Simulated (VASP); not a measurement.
# Na3Zn2N (P6/mmm) in VASP: a series of runs

The runs below take Na3Zn2N through single point, with PBE.

Everything below comes from runs of VASP 6.6.1. Logs are shortened: lines on timing, memory, paths and dates and some standing lists are left out, and cuts for length are marked.

### 1 The cell of the first run

Symmetry: P6/mmm, No. 191, hexagonal system. The conventional cell has a = 4.544 Å, b = 4.544 Å, c = 9.551 Å, α = 90.00°, β = 90.00°, γ = 120.00°. Within 3.7 Å of Na (site symmetry 6/mmm) lie 2 Zn at 2.84 Å. Within 3.5 Å of Na (site symmetry -6m2) lie 3 Na at 2.62 Å and 3 N at 2.62 Å and 6 Zn at 3.26 Å. Zn (site symmetry 6mm) has 1 N at 1.93 Å within 2.6 Å. N (site symmetry 6/mmm) has 2 Zn at 1.93 Å and 6 Na at 2.62 Å within 2.7 Å.

The cell was generated, and may not be a known phase.

### 2 Single point, PBE, collinear spin, ferromagnetic start

INCAR reads:

```
SYSTEM = Na3Zn2N
PREC = Accurate ; ENCUT = 520
EDIFF = 1E-6 ; ISMEAR = 0
SIGMA = 0.1 ; LREAL = .FALSE.
LASPH = .TRUE. ; NELM = 150
ALGO = Normal ; ISIF = 2
LWAVE = .FALSE. ; LCHARG = .FALSE.
ISPIN = 2 ; MAGMOM = 0 0 0 0 0 1
LORBIT = 11 ; GGA = PE
NBANDS = 38
```

KPOINTS reads:

```
regular mesh
0
G
  6 6 2
  0 0 0
```

POSCAR reads:

```
Na3Zn2N
1.0
    4.5438854263      0.0000000000      0.0000000000
   -2.2719427131      3.9351202110      0.0000000000
    0.0000000000      0.0000000000      9.5507604766
Na Zn N
3 2 1
Direct
    0.0000000000      0.0000000000      0.5000000000
    0.3333333333      0.6666666667      0.0000000000
    0.6666666667      0.3333333333      0.0000000000
    0.0000000000      0.0000000000      0.7976540803
    0.0000000000      0.0000000000      0.2023459197
    0.0000000000      0.0000000000      0.0000000000
```

Potentials or basis: VASP PAW PBE potentials, release 64 (Na_pv, Zn, N).

Command:

```
> cat potpaw_PBE.64/Na_pv/POTCAR potpaw_PBE.64/Zn/POTCAR potpaw_PBE.64/N/POTCAR > POTCAR
> mpirun -np 1 vasp_std > vasp.out
```

OUTCAR:

```text
SYSTEM = Na3Zn2N
   PREC = Accurate
   ENCUT = 520
   EDIFF = 1E-6
   ISMEAR = 0
   LREAL = .FALSE.
   LASPH = .TRUE.
   NELM = 150
   ISIF = 2
   ISPIN = 2
   LORBIT = 11
   GGA = PE

 ion  position               nearest neighbor table
   1  0.000  0.000  0.500-   4 2.84   5 2.84
   2  0.333  0.667  0.000-   3 2.62   3 2.62   3 2.62
   3  0.667  0.333  0.000-   2 2.62   2 2.62   2 2.62
   4  0.000  0.000  0.798-   6 1.93   1 2.84
   5  0.000  0.000  0.202-   6 1.93   1 2.84
   6  0.000  0.000  0.000-   4 1.93   5 1.93

  LATTYP: Found a hexagonal cell.
 ALAT       =     4.5438854263
 C/A-ratio  =     2.1018928913

  Lattice vectors:

 A1 = (   4.5438854263,   0.0000000000,   0.0000000000)
 A2 = (  -2.2719427131,   3.9351202110,   0.0000000000)
 A3 = (   0.0000000000,   0.0000000000,   9.5507604766)

Analysis of symmetry for initial positions (statically):
=====================================================================
 Subroutine PRICEL returns:
 Original cell was already a primitive cell.

 Routine SETGRP: Setting up the symmetry group for a
 hexagonal supercell.

 Subroutine GETGRP returns: Found 24 space group operations
 (whereof 24 operations were pure point group operations)
 out of a pool of 24 trial point group operations.

The static configuration has the point symmetry D_6h.

Analysis of symmetry for dynamics (positions and initial velocities):
=====================================================================
 Subroutine PRICEL returns:
 Original cell was already a primitive cell.

 Routine SETGRP: Setting up the symmetry group for a
 hexagonal supercell.

 Subroutine GETGRP returns: Found 24 space group operations
 (whereof 24 operations were pure point group operations)
 out of a pool of 24 trial point group operations.

The dynamic configuration has the point symmetry D_6h.

Analysis of structural, dynamic, and magnetic symmetry:
=====================================================================
 Subroutine PRICEL returns:
 Original cell was already a primitive cell.

 Routine SETGRP: Setting up the symmetry group for a
 hexagonal supercell.

 Subroutine GETGRP returns: Found 24 space group operations
 (whereof 24 operations were pure point group operations)
 out of a pool of 24 trial point group operations.

The overall configuration has the point symmetry D_6h.

 Subroutine INISYM returns: Found 24 space group operations
 (whereof 24 operations are pure point group operations),
 and found     1 'primitive' translations

----------------------------------------------------------------------------------------

                                     Primitive cell

  volume of cell :     170.7746

  direct lattice vectors                    reciprocal lattice vectors
     4.543885426  0.000000000  0.000000000     0.220075972  0.127060921  0.000000000
    -2.271942713  3.935120211  0.000000000     0.000000000  0.254121843  0.000000000
     0.000000000  0.000000000  9.550760477     0.000000000  0.000000000  0.104703704

  length of vectors
     4.543885426  4.543885426  9.550760477     0.254121843  0.254121843  0.104703704

  position of ions in fractional coordinates (direct lattice)
     0.000000000  0.000000000  0.500000000
     0.333333333  0.666666667  0.000000000
     0.666666667  0.333333333  0.000000000
     0.000000000  0.000000000  0.797654080
     0.000000000  0.000000000  0.202345920
     0.000000000  0.000000000  0.000000000

  ion indices of the primitive-cell ions
   primitive index   ion index
                 1           1
                 2           2
                 3           3
                 4           4
                 5           5
                 6           6

[... 33 lines left out ...]
  0.333333  0.166667  0.000000     12.000000
  0.333333  0.333333  0.000000      2.000000
  0.000000  0.000000  0.500000      1.000000
  0.166667  0.000000  0.500000      6.000000
  0.333333  0.000000  0.500000      6.000000
  0.500000  0.000000  0.500000      3.000000
  0.166667  0.166667  0.500000      6.000000
  0.333333  0.166667  0.500000     12.000000
  0.333333  0.333333  0.500000      2.000000
   k-points           NKPTS =     14   k-points in BZ     NKDIM =     14   number of bands    NBANDS=     38
   number of dos      NEDOS =    301   number of ions     NIONS =      6
   total plane-waves  NPLWV =  93312
   dimension x,y,z NGX =    36 NGY =   36 NGZ =   72
   dimension x,y,z NGXF=    72 NGYF=   72 NGZF=  144
   ions per type =               3   2   1
   NGX,Y,Z   is equivalent  to a cutoff of  13.17, 13.17, 12.53 a.u.
   NGXF,Y,Z  is equivalent  to a cutoff of  26.34, 26.34, 25.07 a.u.
 SYSTEM =  Na3Zn2N
   PREC   = accura    normal or accurate (medium, high low for compatibility)
   ISTART =      0    job   : 0-new  1-cont  2-samecut
   ICHARG =      2    charge: 1-file 2-atom 10-const
   ISPIN  =      2    spin polarized calculation?
   LNONCOLLINEAR =      F non collinear calculations
   LSORBIT =      F    spin-orbit coupling
   LASPH  =      T    aspherical Exc in radial PAW
   ENCUT  =  520.0 eV  38.22 Ry    6.18 a.u.   8.45  8.45 17.76*2*pi/ulx,y,z
   NELM   =    150;   NELMIN=  2; NELMDL= -5     # of ELM steps
   EDIFF  = 0.1E-05   stopping-criterion for ELM
   LREAL  =      F    real-space projection
   EDIFFG = 0.1E-04   stopping-criterion for IOM
   NSW    =      0    number of steps for IOM
   IBRION =     -1    ionic relax: 0-MD 1-quasi-New 2-CG
   NFREE  =      0    steps in history (QN), initial steepest desc. (CG)
   ISIF   =      2    stress and relaxation
   ISYM   =      2    0-nonsym 1-usesym 2-fastsym
   POTIM  = 0.5000    time-step for ionic-motion
   TEBEG  =    0.0;   TEEND  =   0.0 temperature during run
   PSTRESS=    0.0 pullay stress
   NELECT =      50.0000    total number of electrons
   NUPDOWN=      -1.0000    fix difference up-down
   EMIN   =  10.00;   EMAX   =-10.00  energy-range for DOS
   EFERMI =   0.00;   METHOD = LEGACY
   ISMEAR =     0;   SIGMA  =   0.10  broadening in eV -4-tet -1-fermi 0-gaus
   EFERMI_NEDOS =   21; number of points for ismear=-14 and -15
   IALGO  =     38    algorithm
   IMIX   =      4    mixing-type and parameters
     AMIX     =   0.40;   BMIX     =  1.00
     AMIX_MAG =   1.60;   BMIX_MAG =  1.00
  volume/ion in A,a.u.               =      28.46       192.07
  Fermi-wavevector in a.u.,A,eV,Ry     =   1.087069  2.054262 16.078259  1.181719
  Thomas-Fermi vector in A             =   2.223220
   LORBIT       =     11    0 simple, 1 ext, 2 COOP (PROOUT), +10 PAW based schemes
   GGA     = PE    functional components
   LHFCALC =     F    Hartree Fock is set to
   AEXX    =    0.0000 exact exchange contribution
   IVDW    =     0    specifies the selected vdW correction
   LEPSILON=     F    determine dielectric tensor
   LRPA    =     F    only Hartree local field effects (RPA)
 spin polarized calculation
 Gauss-broadening in eV      SIGMA  =   0.10
  energy-cutoff  :      520.00
  volume of cell :      170.77
 maximum number of plane-waves:      4649
 NGX is ok and might be reduce to    36
   NGX = 17   NGY = 17   NGZ = 35

 number of electron      49.9999997 magnetization       0.0000991

 number of electron      49.9999997 magnetization      -0.0000191

 Free energy of the ion-electron system (eV)
  ---------------------------------------------------
  ext. energy  EPLUGINS =         0.00000000
  ---------------------------------------------------
  free energy    TOTEN  =       -13.11009200 eV

  energy without entropy =      -13.10675068  energy(sigma->0) =      -13.10842134

 E-fermi :   0.3402     XC(G=0):  -7.0848

 val. band max:        0.3204674837   @ k =   0.5000   0.0000   0.0000
 cond. band min:       0.4477158743   @ k =   0.5000   0.0000   0.0000
 fundamental gap:      0.1272483906
 Fermi energy:         0.3402344172

 spin component 1

 k-point     1 :       0.0000    0.0000    0.0000
  band No.  band energies     occupation
      1     -25.0020      1.00000
      2     -25.0020      1.00000
      3     -24.9146      1.00000
      4     -24.8286      1.00000
      5     -24.7311      1.00000
      6     -24.7311      1.00000
[... 549 lines left out ...]
     36       8.6218      0.00000
     37       9.1866      0.00000
 Fermi energy:         0.3402344172

 spin component 2

 k-point     1 :       0.0000    0.0000    0.0000
  band No.  band energies     occupation
      1     -25.0019      1.00000
      2     -25.0019      1.00000
      3     -24.9146      1.00000
      4     -24.8286      1.00000
      5     -24.7311      1.00000
      6     -24.7311      1.00000
[... 549 lines left out ...]
     36       8.6218      0.00000
     37       9.1866      0.00000
 [bands above 37 left out]

------------------------ aborting loop because EDIFF is reached ----------------------------------------

  FORCE on cell =-STRESS in cart. coord.  units (eV):
  Direction    XX          YY          ZZ          XY          YZ          ZX
  --------------------------------------------------------------------------------------
  -------------------------------------------------------------------------------------
  Total        0.1409168      0.1409168      0.5793124      0.0000000      0.0000000      0.0000000
  in kB        1.3220561      1.3220561      5.4350069      0.0000000      0.0000000      0.0000000
  external PRESSURE =       2.6930397 kB  Pullay stress =       0.0000000 kB

 VOLUME and BASIS-vectors are now :
 -----------------------------------------------------------------------------
  energy-cutoff  :      520.00
  volume of cell :      170.77
      direct lattice vectors                 reciprocal lattice vectors
     4.543885426  0.000000000  0.000000000     0.220075972  0.127060921  0.000000000
    -2.271942713  3.935120211  0.000000000     0.000000000  0.254121843  0.000000000
     0.000000000  0.000000000  9.550760477     0.000000000  0.000000000  0.104703704

 POSITION                                       TOTAL-FORCE (eV/Angst)
 -----------------------------------------------------------------------------------
      0.00000      0.00000      4.77538         0.000000     -0.000000      0.000000
     -0.00000      2.62341      0.00000        -0.000000      0.000000      0.000000
      2.27194      1.31171      0.00000         0.000000     -0.000000     -0.000000
      0.00000      0.00000      7.61820         0.000000      0.000000     -0.074715
      0.00000      0.00000      1.93256        -0.000000     -0.000000      0.074715
      0.00000      0.00000      0.00000         0.000000     -0.000000      0.000000
 -----------------------------------------------------------------------------------
    total drift:                               -0.000000      0.000000      0.000000

  FREE ENERGIE OF THE ION-ELECTRON SYSTEM (eV)
  ---------------------------------------------------
  free  energy   TOTEN  =       -13.1100919971 eV

  energy  without entropy=      -13.1067506776  energy(sigma->0) =      -13.10842134

 total charge

# of ion       s       p       d       tot
------------------------------------------
    1        0.086   5.969   0.000   6.054
    2        0.078   5.989   0.000   6.067
    3        0.078   5.989   0.000   6.067
    4        0.702   0.319   9.743  10.764
    5        0.702   0.319   9.743  10.764
    6        1.264   2.330   0.000   3.594
--------------------------------------------------
tot          2.909  20.915  19.487  43.310

 magnetization (x)

# of ion       s       p       d       tot
------------------------------------------
    1        0.000   0.000   0.000   0.000
    2       -0.000  -0.000   0.000  -0.000
    3       -0.000  -0.000   0.000  -0.000
    4       -0.000  -0.000   0.000  -0.000
    5       -0.000  -0.000   0.000  -0.000
    6       -0.000  -0.000   0.000  -0.000
--------------------------------------------------
tot         -0.000  -0.000   0.000  -0.000
```

Run time: 3.7 min. Hardware: 1 thread of AMD EPYC 7R13 (Zen 3), shared host; peak memory 0.4 GiB.

Results:

```
Free energy                                           : -13.1101 eV
Pressure                                              : 0.3 GPa
Largest force                                         : 0.075 eV/Å
Band gap on the k mesh                                : zero (filled and empty bands overlap)
Net moment                                            : 0.00 μB per cell
Valence electrons inside the program's atomic spheres : Na 6.05, 6.07 (each value once); Zn 10.76; N 3.59
```

Forces in eV/Å, atoms in the order of the input:
```
Na   0.000  0.000  0.000
Na   0.000  0.000  0.000
Na   0.000  0.000  0.000
Zn   0.000  0.000 -0.075
Zn   0.000  0.000  0.075
N    0.000  0.000  0.000
```

### 3 Single point, PBE

This run uses another cell than the first one, of 17.95 Å³/atom.

INCAR reads:

```
ALGO = Normal
EDIFF = 1E-6
ENCUT = 520
GGA = PE
ISIF = 2
ISMEAR = 0
LASPH = True
LCHARG = False
LREAL = False
LWAVE = False
NBANDS = 34
NELM = 60
PREC = Accurate
SIGMA = 0.1
```

KPOINTS reads:

```
k-points
0
Gamma
  6 6 4
```

POSCAR reads:

```
Na3Zn2N
1.0
    4.1697889400      0.0000000000      0.0000000000
   -2.0848944700      3.6111431500      0.0000000000
    0.0000000000      0.0000000000      7.1521727600
Na Zn N
3 2 1
Direct
    0.0000000000      0.0000000000      0.5000000000
    0.3333333300      0.6666666700      0.0000000000
    0.6666666700      0.3333333300      0.0000000000
    0.0000000000      0.0000000000      0.7887114500
    0.0000000000      0.0000000000      0.2112885500
    0.0000000000      0.0000000000      0.0000000000
```

Potentials or basis: VASP PAW PBE potentials, release 64 (Na_pv, Zn, N).

Command:

```
> cat potpaw_PBE.64/Na_pv/POTCAR potpaw_PBE.64/Zn/POTCAR potpaw_PBE.64/N/POTCAR > POTCAR
> mpirun -np 1 vasp_std > vasp.out
```

It took 1.9 min on 1 thread of Oxide Virtual Turin-like, shared host; peak memory 0.22 GiB.

It converged, with:

```yaml
Free_energy: -5.3018 eV
Pressure: 40.1 GPa
Largest_force: 11.103 eV/Å
Band_gap_on_the_k_mesh: zero (bands 25 and 26 overlap by 1.10 eV)
```

Forces on the atoms (eV/Å):
```
Na    0.000   0.000   0.000
Na    0.000   0.000   0.000
Na    0.000   0.000   0.000
Zn    0.000   0.000 -11.103
Zn    0.000   0.000  11.103
N     0.000   0.000   0.000
```

Stress tensor (GPa, compression positive):
```
  9.07   0.00   0.00
  0.00   9.07   0.00
  0.00   0.00 102.18
```

Levels at points of the mesh, in eV from the Fermi level:
```
           k point  band 23  band 24  band 25  band 26  band 27  band 28
(0.00, 0.00, 0.00)    -3.37    -3.37    -0.16     1.95     4.74     4.74
(0.50, 0.00, 0.00)    -3.48    -1.96    -0.28     0.50     1.11     3.14
(0.00, 0.00, 0.50)    -3.38    -2.59    -2.01     3.56     4.52     4.52
(0.50, 0.00, 0.50)    -3.48    -0.95    -0.72    -0.52     1.47     2.82
```

Caveat: the stress differs along the axes, from 9 to 102 GPa; forces of over 1 eV/Å act on the atoms, so gaps and moduli don't describe the material at rest.

The gap in the log of VASP goes by the Fermi energy; the results here count the filled bands.